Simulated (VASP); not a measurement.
# Al (P6_3/mmc) in VASP: further runs

The runs below take Al through relaxation of cell and atoms, with LDA.

Program: VASP 6.6.1. These are calculated values, not measurements. Logs are shortened: lines on timing, memory, paths and dates and some standing lists are left out, and cuts for length are marked.

**1. The cell of the first run**

Symmetry: P6_3/mmc, No. 194, hexagonal system. Conventional cell: a = 2.827 Å, b = 2.827 Å, c = 9.186 Å, α = 90.00°, β = 90.00°, γ = 120.00°. Within 3.7 Å of Al (site symmetry -3m) lie 12 Al at 2.82 to 2.83 Å. Al (site symmetry -6m2) has 12 Al at 2.82 to 2.83 Å within 3.7 Å.

**2. Relaxation of cell and atoms, LDA, target pressure 10 GPa, at which the enthalpy is minimised**

Contents of INCAR:

```
PREC     = Accurate       # precision mode
ENCUT    = 600            # plane-wave cutoff, eV
EDIFF    = 1E-7           # SCF threshold, eV
ISMEAR   = 0              # smearing method
SIGMA    = 0.15           # smearing width, eV
LREAL    = F              # projectors in reciprocal space
LASPH    = T              # aspherical terms in the spheres
NELM     = 80             # most SCF steps
ALGO     = Normal         # electronic algorithm
ISIF     = 3              # what is computed and relaxed
LWAVE    = F              # write WAVECAR
LCHARG   = F              # write CHGCAR
IBRION   = 2              # ionic algorithm
NSW      = 100            # ionic steps
EDIFFG   = -0.01          # ionic threshold
PSTRESS  = 100.0
```

Contents of KPOINTS:

```
Automatic mesh
0
Gamma
  9 9 3
```

Contents of POSCAR:

```
Al
1.0
    2.8270770000      0.0000000000      0.0000000000
   -1.4135385000      2.4483205005      0.0000000000
    0.0000000000      0.0000000000      9.1859930000
Al
4
Direct
    0.0000000000      0.0000000000      0.0000000000
    0.0000000000      0.0000000000      0.5000000000
    0.3333333333      0.6666666667      0.2500000000
    0.6666666667      0.3333333333      0.7500000000
```

Potentials or basis: VASP PAW LDA potentials, release 64 (Al).

Started as:

```sh
$ cat potpaw_LDA.64/Al/POTCAR > POTCAR
$ mpirun -np 1 vasp_std > vasp.out
```

OUTCAR:

```text
PREC = Accurate
   ENCUT = 600
   EDIFF = 1E-7
   ISMEAR = 0
   LREAL = F
   LASPH = T
   NELM = 80
   ISIF = 3
   IBRION = 2
   NSW = 100
   EDIFFG = -0.01
   PSTRESS = 100.0

 ion  position               nearest neighbor table
   1  0.000  0.000  0.000-   3 2.82   4 2.82   4 2.82   3 2.82   4 2.82   3 2.82
   2  0.000  0.000  0.500-   3 2.82   4 2.82   4 2.82   3 2.82   4 2.82   3 2.82
   3  0.333  0.667  0.250-   1 2.82   2 2.82   1 2.82   2 2.82   1 2.82   2 2.82
   4  0.667  0.333  0.750-   1 2.82   2 2.82   1 2.82   2 2.82   1 2.82   2 2.82

  LATTYP: Found a hexagonal cell.
 ALAT       =     2.8270770000
 C/A-ratio  =     3.2492899910

  Lattice vectors:

 A1 = (   2.8270770000,   0.0000000000,   0.0000000000)
 A2 = (  -1.4135385000,   2.4483205005,   0.0000000000)
 A3 = (   0.0000000000,   0.0000000000,   9.1859930000)

Analysis of symmetry for initial positions (statically):
=====================================================================
 Subroutine PRICEL returns:
 Original cell was already a primitive cell.

 Routine SETGRP: Setting up the symmetry group for a
 hexagonal supercell.

 Subroutine GETGRP returns: Found 24 space group operations
 (whereof 12 operations were pure point group operations)
 out of a pool of 24 trial point group operations.

The static configuration has the point symmetry D_3d.
 The point group associated with its full space group is D_6h.

Analysis of symmetry for dynamics (positions and initial velocities):
=====================================================================
 Subroutine PRICEL returns:
 Original cell was already a primitive cell.

 Routine SETGRP: Setting up the symmetry group for a
 hexagonal supercell.

 Subroutine GETGRP returns: Found 24 space group operations
 (whereof 12 operations were pure point group operations)
 out of a pool of 24 trial point group operations.

The dynamic configuration has the point symmetry D_3d.
 The point group associated with its full space group is D_6h.

 Subroutine INISYM returns: Found 24 space group operations
 (whereof 12 operations are pure point group operations),
 and found     1 'primitive' translations

----------------------------------------------------------------------------------------

                                     Primitive cell

  volume of cell :      63.5817

  direct lattice vectors                    reciprocal lattice vectors
     2.827077000  0.000000000  0.000000000     0.353722237  0.204221629  0.000000000
    -1.413538500  2.448320500  0.000000000     0.000000000  0.408443257  0.000000000
     0.000000000  0.000000000  9.185993000     0.000000000  0.000000000  0.108861394

  length of vectors
     2.827077000  2.827077000  9.185993000     0.408443257  0.408443257  0.108861394

  position of ions in fractional coordinates (direct lattice)
     0.000000000  0.000000000  0.000000000
     0.000000000  0.000000000  0.500000000
     0.333333333  0.666666667  0.250000000
     0.666666667  0.333333333  0.750000000

  ion indices of the primitive-cell ions
   primitive index   ion index
                 1           1
                 2           2
                 3           3
                 4           4

----------------------------------------------------------------------------------------

 KPOINTS: Automatic mesh

Automatic generation of k-mesh.
 Grid dimensions read from file:
 generate k-points for:    9    9    3

 Generating k-lattice:

  Cartesian coordinates                     Fractional coordinates (reciprocal lattice)
     0.039302471  0.022691292  0.000000000     0.111111111  0.000000000  0.000000000
     0.000000000  0.045382584  0.000000000     0.000000000  0.111111111  0.000000000
     0.000000000  0.000000000  0.036287131     0.000000000  0.000000000  0.333333333

  Length of vectors
     0.045382584  0.045382584  0.036287131

  Shift w.r.t. Gamma in fractional coordinates (k-lattice)
     0.000000000  0.000000000  0.000000000

 Subroutine IBZKPT returns following result:
 ===========================================

[... 40 lines left out ...]
 Gauss-broadening in eV      SIGMA  =   0.15
  energy-cutoff  :      600.00
  volume of cell :       63.58
 maximum number of plane-waves:      2140
 NGX is ok and might be reduce to    24
   NGX = 11   NGY = 11   NGZ = 37

--------------------------------------- Ionic step        1  -------------------------------------------

 number of electron      12.0000000 magnetization

 Free energy of the ion-electron system (eV)
  ---------------------------------------------------
  ext. energy  EPLUGINS =         0.00000000
  ---------------------------------------------------
  free energy    TOTEN  =       -16.70454252 eV

  energy without entropy =      -16.68158056  energy(sigma->0) =      -16.69306154

------------------------ aborting loop because EDIFF is reached ----------------------------------------

  FORCE on cell =-STRESS in cart. coord.  units (eV):
  Direction    XX          YY          ZZ          XY          YZ          ZX
  --------------------------------------------------------------------------------------
  -------------------------------------------------------------------------------------
  Total       -0.6017574     -0.6017574      0.8509374      0.0000000     -0.0000000      0.0000000
  in kB      -15.1635182    -15.1635182     21.4425367      0.0000000     -0.0000000      0.0000000
  external PRESSURE =    -102.9614999 kB  Pullay stress =     100.0000000 kB

 VOLUME and BASIS-vectors are now :
 -----------------------------------------------------------------------------
  energy-cutoff  :      600.00
  volume of cell :       63.58
      direct lattice vectors                 reciprocal lattice vectors
     2.827077000  0.000000000  0.000000000     0.353722237  0.204221629  0.000000000
    -1.413538500  2.448320500  0.000000000     0.000000000  0.408443257  0.000000000
     0.000000000  0.000000000  9.185993000     0.000000000  0.000000000  0.108861394
[... 210 lines left out ...]
  FREE ENERGIE OF THE ION-ELECTRON SYSTEM (eV)
  ---------------------------------------------------
  free  energy   TOTEN  =       -16.5509787609 eV

  energy  without entropy=      -16.5319424178  energy(sigma->0) =      -16.54146059

  enthalpy is  TOTEN    =       -12.9553634093 eV   P V=        3.5956153516

--------------------------------------- Ionic step        7  -------------------------------------------

 number of electron      12.0000000 magnetization

 Free energy of the ion-electron system (eV)
  ---------------------------------------------------
  ext. energy  EPLUGINS =         0.00000000
  ---------------------------------------------------
  free energy    TOTEN  =       -16.54823011 eV

  energy without entropy =      -16.52915496  energy(sigma->0) =      -16.53869253

 E-fermi :   9.2161     XC(G=0): -10.8602

 val. band max:        9.1843450264   @ k =   0.3333   0.2222   0.3333
 cond. band min:       9.2733883865   @ k =   0.3333   0.1111   0.0000
 fundamental gap:      0.0890433600
 Fermi energy:         9.2160765873

 k-point     1 :       0.0000    0.0000    0.0000
  band No.  band energies     occupation
      1      -2.7901      2.00000
      2      -0.9810      2.00000
      3      -0.9668      2.00000
      4       4.1147      2.00000
      5       4.5608      2.00000
      6      12.7724      0.00000
      7      12.7883      0.00000
      8      21.1018      0.00000
      9      21.1018      0.00000
     10      21.1307      0.00000

 k-point     2 :       0.1111    0.0000    0.0000
  band No.  band energies     occupation
      1      -2.4625      2.00000
      2      -0.6582      2.00000
      3      -0.6439      2.00000
      4       4.4151      2.00000
      5       4.8763      2.00000
      6      13.0139      0.00000
      7      13.0470      0.00000
      8      17.0954      0.00000
      9      18.4647      0.00000
     10      18.5945      0.00000
[... 306 lines left out ...]
 POSITION                                       TOTAL-FORCE (eV/Angst)
 -----------------------------------------------------------------------------------
     -1.36028      2.35608      0.00000        -0.000000     -0.000000     -0.000000
     -1.36028      2.35608      4.49024        -0.000000      0.000000     -0.000000
     -0.00000      1.57072      2.24512         0.000000      0.000000      0.000000
      1.36028      0.78536      6.73536         0.000000     -0.000000     -0.000000
 -----------------------------------------------------------------------------------
    total drift:                                0.000000     -0.000000      0.000000

  FREE ENERGIE OF THE ION-ELECTRON SYSTEM (eV)
  ---------------------------------------------------
  free  energy   TOTEN  =       -16.5482301081 eV

  energy  without entropy=      -16.5291549598  energy(sigma->0) =      -16.53869253

  enthalpy is  TOTEN    =       -12.9553779675 eV   P V=        3.5928521407

 reached required accuracy - stopping structural energy minimisation
```

Wall time 23 s (1 thread of Intel Xeon 6975P-C (Granite Rapids), shared host); peak memory 0.17 GiB.

What came out:

* Free energy: -16.5482 eV
* Relaxed volume: 14.39 Å³/atom
* Relaxed cell: a = 2.721 Å, b = 2.721 Å, c = 8.980 Å, α = 90.00°, β = 90.00°, γ = 120.00°
* Space group after relaxing (to 0.05 Å): P6_3/mmc (No. 194)
* Energy change on relaxing (the enthalpy is what falls): +39.1 meV/atom
* Ionic steps: 7
* Pressure after relaxing: 10.0 GPa
* Band gap on the k mesh: zero (band 6 reaches 13.31 eV, above the bottom of band 7 at 7.90 eV)

The path:
```csv
step,energy change (eV),largest force (eV/Å),pressure (GPa),volume (Å³)
1,0.0000,0.0000,-0.30,63.58
2,0.4050,0.0000,17.41,54.63
3,0.1586,0.0000,10.06,57.53
4,0.1660,0.0000,10.32,57.42
5,0.1518,0.0000,9.86,57.64
6,0.1536,0.0000,9.92,57.61
7,0.1563,0.0000,10.03,57.56
```

Final structure:
```cif
data_structure
_symmetry_space_group_name_H-M 'P 1'
_symmetry_Int_Tables_number 1
_cell_length_a 2.7206
_cell_length_b 2.7206
_cell_length_c 8.9805
_cell_angle_alpha 90.000
_cell_angle_beta 90.000
_cell_angle_gamma 120.000
_cell_volume 57.56
loop_
_atom_site_label
_atom_site_type_symbol
_atom_site_fract_x
_atom_site_fract_y
_atom_site_fract_z
_atom_site_occupancy
Al1 Al 0.00000 0.00000 0.00000 1
Al2 Al 0.00000 0.00000 0.50000 1
Al3 Al 0.33333 0.66667 0.25000 1
Al4 Al 0.66667 0.33333 0.75000 1
```

Levels at points of the mesh, in eV from the Fermi level:
| k point | band 1 | band 2 | band 3 | band 4 | band 5 | band 6 | band 7 | band 8 | band 9 | band 10 |
| --- | --- | --- | --- | --- | --- | --- | --- | --- | --- | --- |
| (0.00, 0.00, 0.00) | -12.01 | -10.20 | -10.18 | -5.10 | -4.66 | 3.56 | 3.57 | 11.89 | 11.89 | 11.91 |

Caveat: the cell is relaxed towards a set pressure, so the enthalpy falls and the energy may rise.

**3. Relaxation of cell and atoms, LDA, target pressure 20 GPa, at which the enthalpy is minimised**

Contents of INCAR:

```
SYSTEM = Al
PREC = Accurate
ENCUT = 600
EDIFF = 1E-6
ISMEAR = 0
SIGMA = 0.15
LREAL = .FALSE.
LASPH = .TRUE.
NELM = 80
ALGO = Normal
ISIF = 3
LWAVE = .FALSE.
LCHARG = .FALSE.
GGA = CA
IBRION = 2
NSW = 100
EDIFFG = -0.01
PSTRESS = 200.0
```

Contents of KPOINTS:

```
Automatic mesh
0
G
  9 9 3
  0 0 0
```

POSCAR is that of step 2.

Potentials or basis: VASP PAW LDA potentials, release 64 (Al).

Started as:

```sh
$ cat potpaw_LDA.64/Al/POTCAR > POTCAR
$ mpirun -np 1 vasp_std > vasp.out
```

Run time: 20 s. Hardware: 1 thread of Intel Xeon 6975P-C (Granite Rapids), shared host; peak memory 0.17 GiB.

Results (log left out):

| Item | Value |
| --- | --- |
| Free energy | -16.1983 eV |
| Relaxed volume | 13.44 Å³/atom |
| Relaxed cell | a = 2.663 Å, b = 2.663 Å, c = 8.754 Å, α = 90.00°, β = 90.00°, γ = 120.00° |
| Space group after relaxing (to 0.05 Å) | P6_3/mmc (No. 194) |
| Energy change on relaxing (the enthalpy is what falls) | +126.6 meV/atom |
| Ionic steps | 7 |
| Pressure after relaxing | 20.0 GPa |
| Band gap on the k mesh | zero (band 6 reaches 14.29 eV, above the bottom of band 7 at 8.66 eV) |

Stress tensor (GPa, compression positive):
```
19.90  0.00  0.00
 0.00 19.90  0.00
 0.00  0.00 20.09
```

Step by step:
| step | energy change (eV) | largest force (eV/Å) | pressure (GPa) | volume (Å³) |
| --- | --- | --- | --- | --- |
| 1 | 0.0000 | 0.0000 | -0.30 | 63.58 |
| 2 | 1.9592 | 0.0000 | 49.77 | 46.79 |
| 3 | 0.4865 | 0.0000 | 19.46 | 53.91 |
| 4 | 0.5089 | 0.0000 | 20.02 | 53.73 |
| 5 | 0.5325 | 0.0000 | 20.60 | 53.55 |
| 6 | 0.4877 | 0.0000 | 19.51 | 53.90 |
| 7 | 0.5063 | 0.0000 | 19.96 | 53.75 |

Final structure:
```xyz
4
Lattice="2.6628 0.0000 0.0000 -1.3314 2.3060 0.0000 0.0000 0.0000 8.7538" Properties=species:S:1:pos:R:3 pbc="T T T"
Al    0.0000    0.0000    0.0000
Al    0.0000    0.0000    4.3769
Al    0.0000    1.5374    2.1884
Al    1.3314    0.7687    6.5653
```

Levels at points of the mesh, in eV from the Fermi level:
| k point | band 1 | band 2 | band 3 | band 4 | band 5 | band 6 | band 7 | band 8 | band 9 | band 10 |
| --- | --- | --- | --- | --- | --- | --- | --- | --- | --- | --- |
| (0.00, 0.00, 0.00) | -12.50 | -10.60 | -10.58 | -5.35 | -4.69 | 3.79 | 3.81 | 12.31 | 12.31 | 12.38 |

Caveat: the cell is relaxed towards a set pressure, so the enthalpy falls and the energy may rise; the volume moved by over 15 % at a fixed basis, so the end points are rough.

**4. Relaxation of cell and atoms, LDA, target pressure 30 GPa, at which the enthalpy is minimised**

Contents of INCAR:

```
ALGO = Normal ; EDIFF = 1E-6
EDIFFG = -0.01 ; ENCUT = 600
IBRION = 2 ; ISIF = 3
ISMEAR = 0 ; LASPH = T
LCHARG = F ; LREAL = F
LWAVE = F ; NELM = 60
NSW = 100 ; PREC = Accurate
PSTRESS = 300.0 ; SIGMA = 0.15
```

Contents of KPOINTS:

```
k-points
0
Gamma
  9 9 3
```

POSCAR is that of step 3.

Started as:

```sh
$ cat potpaw_LDA.64/Al/POTCAR > POTCAR
$ mpirun -np 1 vasp_std > vasp.out
```

Wall time 21 s (1 thread of Intel Xeon 6975P-C (Granite Rapids), shared host); peak memory 0.17 GiB.

It converged, with:

* Free energy: -15.7599 eV
* Relaxed volume: 12.73 Å³/atom
* Relaxed cell: a = 2.616 Å, b = 2.616 Å, c = 8.590 Å, α = 90.00°, β = 90.00°, γ = 120.00°
* Space group after relaxing (to 0.05 Å): P6_3/mmc (No. 194)
* Energy change on relaxing (the enthalpy is what falls): +236.1 meV/atom
* Ionic steps: 7
* Pressure after relaxing: 29.9 GPa
* Band gap on the k mesh: zero (band 6 reaches 15.07 eV, above the bottom of band 7 at 9.30 eV)

Stress tensor (GPa, compression positive):
```
29.88  0.00  0.00
 0.00 29.88  0.00
 0.00  0.00 30.07
```

The path:
| step | energy change (eV) | largest force (eV/Å) | pressure (GPa) | volume (Å³) |
| --- | --- | --- | --- | --- |
| 1 | 0.0000 | 0.0000 | -0.30 | 63.58 |
| 2 | 5.2686 | 0.0000 | 106.90 | 39.73 |
| 3 | 0.8384 | 0.0000 | 27.64 | 51.51 |
| 4 | 0.9260 | 0.0000 | 29.54 | 51.02 |
| 5 | 0.9696 | 0.0000 | 30.47 | 50.78 |
| 6 | 0.9237 | 0.0000 | 29.50 | 51.03 |
| 7 | 0.9446 | 0.0000 | 29.94 | 50.91 |

Final structure:
```xyz
4
Lattice="2.6161 0.0000 0.0000 -1.3080 2.2656 0.0000 0.0000 0.0000 8.5904" Properties=species:S:1:pos:R:3 pbc="T T T"
Al    0.0000    0.0000    0.0000
Al    0.0000    0.0000    4.2952
Al    0.0000    1.5104    2.1476
Al    1.3080    0.7552    6.4428
```

Levels at points of the mesh, in eV from the Fermi level:
```
           k point  band 1  band 2  band 3  band 4  band 5  band 6  band 7  band 8  band 9  band 10
(0.00, 0.00, 0.00)  -12.89  -10.93  -10.90   -5.55   -4.74    3.95    3.98   12.65   12.65    12.82
```

Caveat: the cell is relaxed towards a set pressure, so the enthalpy falls and the energy may rise; the volume moved by over 15 % at a fixed basis, so the end points are rough.

**5. Relaxation of cell and atoms, LDA, target pressure 40 GPa, at which the enthalpy is minimised**

Contents of INCAR:

```
SYSTEM = Al
PREC = Accurate
ENCUT = 600
EDIFF = 1E-6
ISMEAR = 0
SIGMA = 0.15
LREAL = .FALSE.
LASPH = .TRUE.
NELM = 100
ALGO = Normal
ISIF = 3
LWAVE = .FALSE.
LCHARG = .FALSE.
GGA = CA
IBRION = 2
NSW = 100
EDIFFG = -0.01
PSTRESS = 400.0
```

Contents of KPOINTS:

```
Automatic mesh
0
G
  9 9 3
  0 0 0
```

POSCAR is that of step 4.

Started as:

```sh
$ cat potpaw_LDA.64/Al/POTCAR > POTCAR
$ mpirun -np 1 vasp_std > vasp.out
```

It took 23 s on 1 thread of Intel Xeon 6975P-C (Granite Rapids), shared host; peak memory 0.16 GiB.

It converged, with:

```
Free energy                                            : -15.2633 eV
Relaxed volume                                         : 12.16 Å³/atom
Relaxed cell                                           : a = 2.576 Å, b = 2.576 Å, c = 8.459 Å, α = 90.00°, β = 90.00°, γ = 120.00°
Space group after relaxing (to 0.05 Å)                 : P6_3/mmc (No. 194)
Energy change on relaxing (the enthalpy is what falls) : +360.3 meV/atom
Ionic steps                                            : 7
Pressure after relaxing                                : 40.0 GPa
Band gap on the k mesh                                 : zero (band 6 reaches 15.74 eV, above the bottom of band 7 at 9.87 eV)
```

The path:
```
step  energy change (eV)  largest force (eV/Å)  pressure (GPa)  volume (Å³)
   1              0.0000                0.0000           -0.30        63.58
   2             11.2286                0.0000          206.92        33.43
   3              1.1374                0.0000           33.94        49.95
   4              1.3538                0.0000           38.29        48.99
   5              1.4426                0.0000           40.03        48.62
   6              1.4408                0.0000           40.01        48.63
   7              1.4413                0.0000           40.01        48.63
```

Final structure:
```
Al
1.0
     2.57647    0.00000    0.00000
    -1.28824    2.23129    0.00000
     0.00000    0.00000    8.45876
Al
4
Direct
  0.00000 0.00000 0.00000
  0.00000 0.00000 0.50000
  0.33333 0.66667 0.25000
  0.66667 0.33333 0.75000
```

Levels at points of the mesh, in eV from the Fermi level:
```
           k point  band 3  band 4  band 5  band 6  band 7  band 8
(0.00, 0.00, 0.00)  -11.18   -5.73   -4.79    4.08    4.10   12.95
```

Caveat: the cell is relaxed towards a set pressure, so the enthalpy falls and the energy may rise; the volume moved by over 15 % at a fixed basis, so the end points are rough.

**6. Overview**

| cell | gap on the mesh (eV) | pressure (GPa) |
| --- | --- | --- |
| relaxed to 10 GPa | none | 10.0 |
| relaxed to 20 GPa | none | 20.0 |
| relaxed to 30 GPa | none | 29.9 |
| relaxed to 40 GPa | none | 40.0 |

Alike in all rows: task relaxation of cell and atoms; level LDA; potentials or basis VASP PAW LDA potentials, release 64 (Al); no spin polarisation; k mesh 9 × 9 × 3; cutoff (eV) 600; smearing gaussian 0.15 eV.

Caveats: the cell is relaxed towards a set pressure, so the enthalpy falls and the energy may rise; the volume moved by over 15 % at a fixed basis, so the end points are rough (some runs).

Total energies depend on the potentials used, so only differences within one code and one set of settings carry meaning.
